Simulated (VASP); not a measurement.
Write the native input for VASP 6.6.1 that does the following.

| Quantity | Value |
| --- | --- |
| Task | single point |
| Functional | LDA |
| Potentials or basis | VASP PAW LDA potentials, release 64 (Sn_d, O_h) |
| Cutoff | 910 eV |
| k mesh | 10 × 10 × 8 |
| Occupations | fermi-dirac, width 0.1 eV |
| Spin | no spin polarisation |
| Dipole correction | no |
| Further INCAR settings | ALGO = Normal; EDIFF = 1e-06; NBANDS = 28 |

The structure of SnO lies in POSCAR:

```
SnO
1.0
    3.7651715458      0.0000000000      0.0000000000
    0.0000000000      3.7651715458      0.0000000000
    0.0000000000      0.0000000000      4.6522205720
Sn O
2 2
Direct
    0.5000000000      0.0000000000      0.2462649269
    0.0000000000      0.5000000000      0.7537350731
    0.0000000000      0.0000000000      0.0000000000
    0.5000000000      0.5000000000      0.0000000000
```

One way to write it, as run:

INCAR

```
SYSTEM = SnO
PREC = Accurate
ENCUT = 910
EDIFF = 1E-6
ISMEAR = -1
SIGMA = 0.1
LREAL = .FALSE.
LASPH = .TRUE.
NELM = 120
ALGO = Normal
ISIF = 2
LWAVE = .FALSE.
LCHARG = .FALSE.
GGA = CA
NBANDS = 28
GGA_COMPAT = .FALSE.
```

KPOINTS

```
regular mesh
0
G
  10 10 8
  0 0 0
```

Potentials or basis: VASP PAW LDA potentials, release 64 (Sn_d, O_h).

Launch:

```bash
$ cat potpaw_LDA.64/Sn_d/POTCAR potpaw_LDA.64/O_h/POTCAR > POTCAR
$ mpirun -np 1 vasp_std > vasp.out
```

It gave:

| Item | Value |
| --- | --- |
| Pressure | 0.2 GPa |
| Largest force | 0.108 eV/Å |
| Band gap on the k mesh | zero (bands 20 and 21 overlap by 0.23 eV) |

Caveat: the cutoff is under 1.25 times the usual one of these potentials, so pressure, stress and relaxed cells hold a basis-set (Pulay) error; semilocal functionals underestimate gaps, so a narrow gap can read as zero; spin-orbit coupling is left out, which moves the levels of the heavy elements.

Wall time 3.3 min on 1 thread of Intel(R) Xeon(R) 6975P-C (Granite Rapids), with other jobs on the host, peak memory 0.48 GiB.
